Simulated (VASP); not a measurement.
Crystal: Mo.

```
CELL_PARAMETERS angstrom
-1.57342 1.57342 1.57342
1.57342 -1.57342 1.57342
1.57342 1.57342 -1.57342
ATOMIC_POSITIONS crystal
Mo 0.00000 0.00000 0.00000
```

```yaml
Program: VASP 6.6.1
Task: relaxation of cell and atoms
Functional: LDA
Potentials_or_basis: VASP PAW LDA potentials, release 64 (Mo_sv)
Cutoff: 600 eV
k_mesh: 28 × 28 × 28
Occupations: gaussian, width 0.2 eV
Spin: no spin polarisation
```

At the start: pressure -8.0 GPa; volume 15.58 Å³/atom.

Q: How do energy, volume and symmetry change on relaxing?

A: Over 38 steps the energy falls by 11.8 meV/atom and the volume is 15.13 Å³/atom (-2.9 %); space group Im-3m (No. 229, to 0.05 Å).

Step by step:
```tsv
step	energy change (eV)	largest force (eV/Å)	pressure (GPa)	volume (Å³)
1	0.0000	0.0000	-8.02	15.58
2	0.0949	0.0000	29.64	13.89
3	-0.0118	0.0000	-0.26	15.14
4	-0.0118	0.0000	-0.07	15.13
5	-0.0118	0.0000	-0.03	15.12
6	0.0138	0.0000	13.55	14.50
7	-0.0118	0.0000	0.09	15.11
8	-0.0118	0.0000	-0.11	15.13
9	-0.0118	0.0000	-0.03	15.13
10	-0.0118	0.0000	0.02	15.12
11	-0.0118	0.0000	0.04	15.12
12	-0.0118	0.0000	0.01	15.13
13	-0.0118	0.0000	0.02	15.13
14	-0.0118	0.0000	0.02	15.13
15	-0.0118	0.0000	0.04	15.13
16	-0.0118	0.0000	-0.05	15.13
17	-0.0118	0.0000	-0.06	15.13
18	-0.0118	0.0000	-0.09	15.13
19	-0.0118	0.0000	-0.06	15.13
20	-0.0118	0.0000	-0.05	15.13
21	-0.0118	0.0000	-0.02	15.13
22	-0.0118	0.0000	-0.04	15.13
23	-0.0118	0.0000	-0.05	15.13
24	-0.0118	0.0000	-0.08	15.12
25	-0.0118	0.0000	0.03	15.12
26	-0.0118	0.0000	0.08	15.12
27	-0.0118	0.0000	0.09	15.12
28	-0.0118	0.0000	0.05	15.12
29	-0.0118	0.0000	0.03	15.12
30	-0.0118	0.0000	0.03	15.12
31	-0.0118	0.0000	0.02	15.12
32	-0.0118	0.0000	0.03	15.13
33	-0.0118	0.0000	-0.01	15.13
34	-0.0118	0.0000	-0.03	15.13
35	-0.0118	0.0000	-0.04	15.13
36	-0.0118	0.0000	-0.02	15.13
37	-0.0118	0.0000	-0.02	15.13
38	-0.0118	0.0000	0.00	15.13
```

Final structure:
```yaml
crystal:
  lattice:
    - [-1.55793, 1.55793, 1.55793]
    - [1.55793, -1.55793, 1.55793]
    - [1.55793, 1.55793, -1.55793]
  atoms:
    - { symbol: Mo, position: [0.00000, 0.00000, 0.00000] }
```
